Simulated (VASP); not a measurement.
# Sc2AlP3 (Cmmm) in VASP: further runs, part 2 of 2

VASP 6.6.1.

**4. Relaxation of cell and atoms, PBE**

The input, INCAR:

```
ALGO = Normal
EDIFF = 1E-6
EDIFFG = -0.04
ENCUT = 600
GGA = PE
IBRION = 2
ISIF = 3
ISMEAR = 0
LASPH = T
LCHARG = F
LREAL = F
LWAVE = F
NELM = 80
NSW = 90
PREC = Accurate
SIGMA = 0.1
```

The input, KPOINTS:

```
k-points
0
Gamma
  4 4 4
```

The input, POSCAR:

```
Sc2AlP3
1.0
    2.5091256200     -5.3085063300      0.0000000000
    2.5091256200      5.3085063300      0.0000000000
    0.0000000000      0.0000000000      3.9514282400
Sc Al P
2 1 3
Direct
    0.6549724500      0.3450275500      0.5000000000
    0.3450275500      0.6549724500      0.5000000000
    0.0000000000      0.0000000000      0.0000000000
    0.1453886600      0.8546113400      0.5000000000
    0.8546113400      0.1453886600      0.5000000000
    0.5000000000      0.5000000000      0.0000000000
```

Potentials or basis: VASP PAW PBE potentials, release 64 (Sc_sv, Al, P).

Started as:

```
$ cat potpaw_PBE.64/Sc_sv/POTCAR potpaw_PBE.64/Al/POTCAR potpaw_PBE.64/P/POTCAR > POTCAR
$ mpirun -np 1 vasp_std > vasp.out
```

OUTCAR:

```text
EDIFF = 1E-6
   EDIFFG = -0.04
   ENCUT = 600
   GGA = PE
   IBRION = 2
   ISIF = 3
   ISMEAR = 0
   LASPH = T
   LREAL = F
   NELM = 80
   NSW = 90
   PREC = Accurate

 ion  position               nearest neighbor table
   1  0.655  0.345  0.500-   5 2.12   4 2.51   4 2.51   6 2.57   6 2.57   2 3.22   2 3.22   2 3.29

   2  0.345  0.655  0.500-   4 2.12   5 2.51   5 2.51   6 2.57   6 2.57   1 3.22   1 3.22   1 3.29

   3  0.000  0.000  0.000-   4 2.51   5 2.51   4 2.51   5 2.51   6 2.51   6 2.51
   4  0.145  0.855  0.500-   2 2.12   3 2.51   3 2.51   1 2.51   1 2.51
   5  0.855  0.145  0.500-   1 2.12   3 2.51   3 2.51   2 2.51   2 2.51
   6  0.500  0.500  0.000-   3 2.51   3 2.51   1 2.57   1 2.57   2 2.57   2 2.57

  LATTYP: Found a base centered orthorhombic cell.
 ALAT       =     5.0182512400
 B/A-ratio  =     2.1156797761
 C/A-ratio  =     0.7874114011

  Lattice vectors:

 A1 = (   2.5091256200,  -5.3085063300,   0.0000000000)
 A2 = (   2.5091256200,   5.3085063300,   0.0000000000)
 A3 = (   0.0000000000,   0.0000000000,   3.9514282400)

Analysis of symmetry for initial positions (statically):
=====================================================================
 Subroutine PRICEL returns:
 Original cell was already a primitive cell.

 Routine SETGRP: Setting up the symmetry group for a
 base centered orthorhombic supercell.

 Subroutine GETGRP returns: Found  8 space group operations
 (whereof  8 operations were pure point group operations)
 out of a pool of  8 trial point group operations.

The static configuration has the point symmetry D_2h.

Analysis of symmetry for dynamics (positions and initial velocities):
=====================================================================
 Subroutine PRICEL returns:
 Original cell was already a primitive cell.

 Routine SETGRP: Setting up the symmetry group for a
 base centered orthorhombic supercell.

 Subroutine GETGRP returns: Found  8 space group operations
 (whereof  8 operations were pure point group operations)
 out of a pool of  8 trial point group operations.

The dynamic configuration has the point symmetry D_2h.

 Subroutine INISYM returns: Found  8 space group operations
 (whereof  8 operations are pure point group operations),
 and found     1 'primitive' translations

----------------------------------------------------------------------------------------

                                     Primitive cell

  volume of cell :     105.2638

  direct lattice vectors                    reciprocal lattice vectors
     2.509125620 -5.308506330  0.000000000     0.199272606 -0.094188453  0.000000000
     2.509125620  5.308506330  0.000000000     0.199272606  0.094188453  0.000000000
     0.000000000  0.000000000  3.951428240     0.000000000  0.000000000  0.253073051

  length of vectors
     5.871622504  5.871622504  3.951428240     0.220411062  0.220411062  0.253073051

  position of ions in fractional coordinates (direct lattice)
     0.654972450  0.345027550  0.500000000
     0.345027550  0.654972450  0.500000000
     0.000000000  0.000000000  0.000000000
     0.145388660  0.854611340  0.500000000
     0.854611340  0.145388660  0.500000000
     0.500000000  0.500000000  0.000000000

  ion indices of the primitive-cell ions
   primitive index   ion index
                 1           1
                 2           2
                 3           3
                 4           4
                 5           5
                 6           6

----------------------------------------------------------------------------------------

 KPOINTS: k-points

Automatic generation of k-mesh.
 Grid dimensions read from file:
 generate k-points for:    4    4    4

 Generating k-lattice:

  Cartesian coordinates                     Fractional coordinates (reciprocal lattice)
     0.049818151 -0.023547113  0.000000000     0.250000000  0.000000000  0.000000000
     0.049818151  0.023547113  0.000000000     0.000000000  0.250000000  0.000000000
     0.000000000  0.000000000  0.063268263     0.000000000  0.000000000  0.250000000

  Length of vectors
     0.055102765  0.055102765  0.063268263

  Shift w.r.t. Gamma in fractional coordinates (k-lattice)
     0.000000000  0.000000000  0.000000000

 Subroutine IBZKPT returns following result:
 ===========================================

 Found     21 irreducible k-points:

 Following reciprocal coordinates:
            Coordinates               Weight
  0.000000  0.000000  0.000000      1.000000
  0.250000  0.000000  0.000000      4.000000
  0.500000  0.000000  0.000000      2.000000
  0.250000  0.250000  0.000000      2.000000
  0.500000  0.250000  0.000000      4.000000
 -0.250000  0.250000  0.000000      2.000000
[... 13 lines left out ...]
 -0.250000  0.250000  0.500000      2.000000
  0.500000  0.500000  0.500000      1.000000
   k-points           NKPTS =     21   k-points in BZ     NKDIM =     21   number of bands    NBANDS=     24
   number of dos      NEDOS =    301   number of ions     NIONS =      6
   total plane-waves  NPLWV =  73728
   dimension x,y,z NGX =    48 NGY =   48 NGZ =   32
   dimension x,y,z NGXF=    96 NGYF=   96 NGZF=   64
   ions per type =               2   1   3
   NGX,Y,Z   is equivalent  to a cutoff of  13.59, 13.59, 13.46 a.u.
   NGXF,Y,Z  is equivalent  to a cutoff of  27.18, 27.18, 26.93 a.u.
 SYSTEM =  unknown system
   PREC   = accura    normal or accurate (medium, high low for compatibility)
   ISTART =      0    job   : 0-new  1-cont  2-samecut
   ICHARG =      2    charge: 1-file 2-atom 10-const
   ISPIN  =      1    spin polarized calculation?
   LNONCOLLINEAR =      F non collinear calculations
   LSORBIT =      F    spin-orbit coupling
   LASPH  =      T    aspherical Exc in radial PAW
   ENCUT  =  600.0 eV  44.10 Ry    6.64 a.u.  11.73 11.73  7.89*2*pi/ulx,y,z
   NELM   =     80;   NELMIN=  2; NELMDL= -5     # of ELM steps
   EDIFF  = 0.1E-05   stopping-criterion for ELM
   LREAL  =      F    real-space projection
   EDIFFG = -.4E-01   stopping-criterion for IOM
   NSW    =     90    number of steps for IOM
   IBRION =      2    ionic relax: 0-MD 1-quasi-New 2-CG
   NFREE  =      1    steps in history (QN), initial steepest desc. (CG)
   ISIF   =      3    stress and relaxation
   ISYM   =      2    0-nonsym 1-usesym 2-fastsym
   POTIM  = 0.5000    time-step for ionic-motion
   TEBEG  =    0.0;   TEEND  =   0.0 temperature during run
   PSTRESS=    0.0 pullay stress
   NELECT =      40.0000    total number of electrons
   NUPDOWN=      -1.0000    fix difference up-down
   EMIN   =  10.00;   EMAX   =-10.00  energy-range for DOS
   EFERMI =   0.00;   METHOD = LEGACY
   ISMEAR =     0;   SIGMA  =   0.10  broadening in eV -4-tet -1-fermi 0-gaus
   EFERMI_NEDOS =   21; number of points for ismear=-14 and -15
   IALGO  =     38    algorithm
   IMIX   =      4    mixing-type and parameters
     AMIX     =   0.40;   BMIX     =  1.00
     AMIX_MAG =   1.60;   BMIX_MAG =  1.00
  volume/ion in A,a.u.               =      17.54       118.39
  Fermi-wavevector in a.u.,A,eV,Ry     =   1.185774  2.240788 19.130604  1.406060
  Thomas-Fermi vector in A             =   2.321961
   LORBIT       =      0    0 simple, 1 ext, 2 COOP (PROOUT), +10 PAW based schemes
   GGA     = PE    functional components
   LHFCALC =     F    Hartree Fock is set to
   AEXX    =    0.0000 exact exchange contribution
   IVDW    =     0    specifies the selected vdW correction
   LEPSILON=     F    determine dielectric tensor
   LRPA    =     F    only Hartree local field effects (RPA)
 conjugate gradient relaxation of ions
 non-spin polarized calculation
 Gauss-broadening in eV      SIGMA  =   0.10
  energy-cutoff  :      600.00
  volume of cell :      105.26
 maximum number of plane-waves:      3552
 NGX is ok and might be reduce to    48
   NGX = 23   NGY = 23   NGZ = 15

--------------------------------------- Ionic step        1  -------------------------------------------

 number of electron      39.9999997 magnetization

 Free energy of the ion-electron system (eV)
  ---------------------------------------------------
  ext. energy  EPLUGINS =         0.00000000
  ---------------------------------------------------
  free energy    TOTEN  =       -34.78996306 eV

  energy without entropy =      -34.78520503  energy(sigma->0) =      -34.78758404

 E-fermi :   6.3024     XC(G=0): -10.3729

 val. band max:        6.2506917576   @ k =   0.0000   0.0000   0.2500
 cond. band min:       6.3519019235   @ k =   0.5000   0.5000   0.2500
 fundamental gap:      0.1012101660
 Fermi energy:         6.3024409248
[... 1252 lines left out ...]
  FREE ENERGIE OF THE ION-ELECTRON SYSTEM (eV)
  ---------------------------------------------------
  free  energy   TOTEN  =       -37.2811844626 eV

  energy  without entropy=      -37.2738041331  energy(sigma->0) =      -37.27749430

[... ionic steps 4 to 8 ...]

--------------------------------------- Ionic step        9  -------------------------------------------

 number of electron      39.9999999 magnetization

------------------------ aborting loop because EDIFF is reached ----------------------------------------
[... 75 lines left out ...]
--------------------------------------- Ionic step       11  -------------------------------------------

 number of electron      40.0000001 magnetization

 Free energy of the ion-electron system (eV)
  ---------------------------------------------------
  ext. energy  EPLUGINS =         0.00000000
  ---------------------------------------------------
  free energy    TOTEN  =       -37.43661955 eV

  energy without entropy =      -37.43240033  energy(sigma->0) =      -37.43450994

 E-fermi :   5.0824     XC(G=0):  -9.7855

 val. band max:        4.9753555621   @ k =   0.5000   0.5000   0.0000
 cond. band min:       5.1129157860   @ k =  -0.2500   0.2500   0.0000
 fundamental gap:      0.1375602239
 Fermi energy:         5.0824064695
[... 598 lines left out ...]
  FREE ENERGIE OF THE ION-ELECTRON SYSTEM (eV)
  ---------------------------------------------------
  free  energy   TOTEN  =       -37.4366195493 eV

  energy  without entropy=      -37.4324003299  energy(sigma->0) =      -37.43450994

 reached required accuracy - stopping structural energy minimisation
```

Wall time 16 min (1 thread of Oxide Virtual Turin-like, shared host); peak memory 0.27 GiB.

Results:

```
Free energy                           : -37.4366 eV
Relaxed volume                        : 20.32 Å³/atom
Relaxed cell                          : a = 6.583 Å, b = 6.583 Å, c = 3.858 Å, α = 90.00°, β = 90.00°, γ = 133.18°
Space group after relaxing (to 0.1 Å) : Cmmm (No. 65)
Energy gained by relaxing             : 441.1 meV/atom
Ionic steps                           : 11
Pressure after relaxing               : 0.0 GPa
Largest force after relaxing          : 0.012 eV/Å
Band gap on the k mesh                : zero (bands 20 and 21 overlap by 0.17 eV)
```

Forces in eV/Å, atoms in the order of the input:
```
Sc   0.000  0.009  0.000
Sc   0.000 -0.009  0.000
Al   0.000  0.000  0.000
P    0.000  0.012  0.000
P    0.000 -0.012  0.000
P    0.000  0.000  0.000
```

Stress tensor (GPa, compression positive):
```
 0.09  0.00  0.00
 0.00  0.05  0.00
 0.00  0.00 -0.05
```

The path:
```csv
step,energy change (eV),largest force (eV/Å),pressure (GPa),volume (Å³)
1,0.0000,5.5719,23.34,105.26
2,-1.2891,0.5758,-7.96,147.32
3,-2.4912,0.7778,0.18,123.47
4,-2.4997,0.7398,0.62,122.77
5,-2.5062,0.6626,1.42,121.58
6,-2.5897,0.3873,-1.09,124.70
7,-2.5967,0.2897,-1.95,125.84
8,-2.6426,0.0237,-0.56,123.05
9,-2.6453,0.0645,-0.11,122.22
10,-2.6453,0.0721,-0.07,122.15
11,-2.6467,0.0116,0.03,121.93
```

Final structure:
```
CELL_PARAMETERS angstrom
2.61545 -6.04106 0.00000
2.61545 6.04106 0.00000
0.00000 0.00000 3.85844
ATOMIC_POSITIONS crystal
Sc 0.64705 0.35295 0.50000
Sc 0.35295 0.64705 0.50000
Al 0.00000 0.00000 0.00000
P 0.13924 0.86076 0.50000
P 0.86076 0.13924 0.50000
P 0.50000 0.50000 0.00000
```

Levels at points of the mesh, in eV from the Fermi level:
| k point | band 17 | band 18 | band 19 | band 20 | band 21 | band 22 | band 23 | band 24 |
| --- | --- | --- | --- | --- | --- | --- | --- | --- |
| (0.00, 0.00, 0.00) | -0.92 | -0.46 | -0.17 | -0.11 | 0.62 | 1.08 | 1.52 | 1.77 |
| (0.50, 0.00, 0.00) | -1.63 | -1.63 | -1.15 | -0.56 | 0.16 | 1.80 | 1.88 | 2.85 |
| (0.50, 0.50, 0.00) | -1.40 | -1.09 | -0.39 | -0.11 | 0.44 | 1.47 | 1.68 | 1.75 |
| (0.00, 0.00, 0.50) | -1.67 | -1.53 | -1.13 | -0.35 | -0.14 | 0.19 | 1.47 | 2.37 |
| (0.50, 0.00, 0.50) | -2.20 | -2.04 | -1.01 | -0.85 | 1.08 | 1.32 | 2.35 | 2.58 |
| (0.50, 0.50, 0.50) | -1.68 | -1.29 | -1.26 | -0.40 | 0.04 | 0.97 | 1.51 | 1.83 |

Caveat: the k points lie up to 0.41 Å⁻¹ apart in the final cell; the volume moved by over 15 % at a fixed basis, so the end points are rough.

**5. Single point, PBE**

This run uses another cell than the first one, of 20.27 Å³/atom.

The input, INCAR:

```
PREC = Accurate
ENCUT = 520
EDIFF = 1E-6
ISMEAR = 0
SIGMA = 0.1
LREAL = F
LASPH = T
NELM = 80
ALGO = Normal
ISIF = 2
LWAVE = F
LCHARG = F
GGA = PE
NBANDS = 29
```

The input, KPOINTS:

```
regular mesh
0
Gamma
  8 8 10
```

The input, POSCAR:

```
Sc2AlP3
1.0
    2.6172063706     -6.0453730676      0.0000000000
    2.6172063706      6.0453730676      0.0000000000
    0.0000000000      0.0000000000      3.8443018123
Sc Al P
2 1 3
Direct
    0.6470572118      0.3529427882      0.5000000000
    0.3529427882      0.6470572118      0.5000000000
    0.0000000000      0.0000000000      0.0000000000
    0.1393055823      0.8606944177      0.5000000000
    0.8606944177      0.1393055823      0.5000000000
    0.5000000000      0.5000000000      0.0000000000
```

Started as:

```
$ cat potpaw_PBE.64/Sc_sv/POTCAR potpaw_PBE.64/Al/POTCAR potpaw_PBE.64/P/POTCAR > POTCAR
$ mpirun -np 1 vasp_std > vasp.out
```

It took 22 min on 1 thread of Oxide Virtual Turin-like, shared host; peak memory 0.49 GiB.

The run converged. Its results:

- Free energy: -37.4674 eV
- Pressure: 0.1 GPa
- Largest force: 0.020 eV/Å
- Band gap on the k mesh: zero (bands 20 and 21 overlap by 0.31 eV)

Forces on the atoms (eV/Å):
```
Sc   0.000  0.000  0.000
Sc   0.000  0.000  0.000
Al   0.000  0.000  0.000
P    0.000  0.020  0.000
P    0.000 -0.020  0.000
P    0.000  0.000  0.000
```

Stress tensor (GPa, compression positive):
```
0.15 0.00 0.00
0.00 0.13 0.00
0.00 0.00 0.01
```

Levels at points of the mesh, in eV from the Fermi level:
| k point | band 17 | band 18 | band 19 | band 20 | band 21 | band 22 | band 23 | band 24 |
| --- | --- | --- | --- | --- | --- | --- | --- | --- |
| (0.00, 0.00, 0.00) | -0.93 | -0.50 | -0.20 | -0.11 | 0.61 | 1.05 | 1.51 | 1.75 |
| (0.50, 0.00, 0.00) | -1.67 | -1.63 | -1.17 | -0.56 | 0.12 | 1.77 | 1.86 | 2.77 |
| (0.50, 0.50, 0.00) | -1.44 | -1.13 | -0.39 | -0.11 | 0.41 | 1.46 | 1.68 | 1.72 |
| (0.00, 0.00, 0.50) | -1.69 | -1.55 | -1.17 | -0.39 | -0.17 | 0.15 | 1.44 | 2.35 |
| (0.50, 0.00, 0.50) | -2.22 | -2.06 | -1.04 | -0.88 | 1.04 | 1.29 | 2.31 | 2.33 |
| (0.50, 0.50, 0.50) | -1.73 | -1.32 | -1.29 | -0.43 | 0.01 | 0.93 | 1.47 | 1.71 |

**6. Overview**

```csv
task,cell,k mesh,cutoff (eV),gap on the mesh (eV),pressure (GPa),largest force (eV/Å)
single point,"a = 5.872, b = 5.872, c = 3.951 Å, angles 90.0, 90.0, 129.4°, 6 atoms, atomic positions A",4 × 4 × 4,520,none,23.3,5.57
single point,"a = 6.571, b = 6.571, c = 3.860 Å, angles 90.0, 90.0, 133.1°, 6 atoms, atomic positions B",4 × 4 × 4,520,none,0.2,0.04
relaxation of cell and atoms,"relaxed from a = 5.872, b = 5.872, c = 3.951 Å, angles 90.0, 90.0, 129.4°, 6 atoms, atomic positions A",4 × 4 × 4,600,none,0.0,0.01
single point,"a = 6.588, b = 6.588, c = 3.844 Å, angles 90.0, 90.0, 133.2°, 6 atoms, atomic positions B",8 × 8 × 10,520,none,0.1,0.02
```

Alike in all rows: level PBE; potentials or basis VASP PAW PBE potentials, release 64 (Sc_sv, Al, P); no spin polarisation; smearing gaussian 0.1 eV.

Caveats: some runs use coarse meshes; forces of over 1 eV/Å act on the atoms, so gaps and moduli don't describe the material at rest (at least some runs); the volume moved by over 15 % at a fixed basis, so the end points are rough (at least some runs).

Total energies depend on the potentials used, so only differences within one code and one set of settings carry meaning.
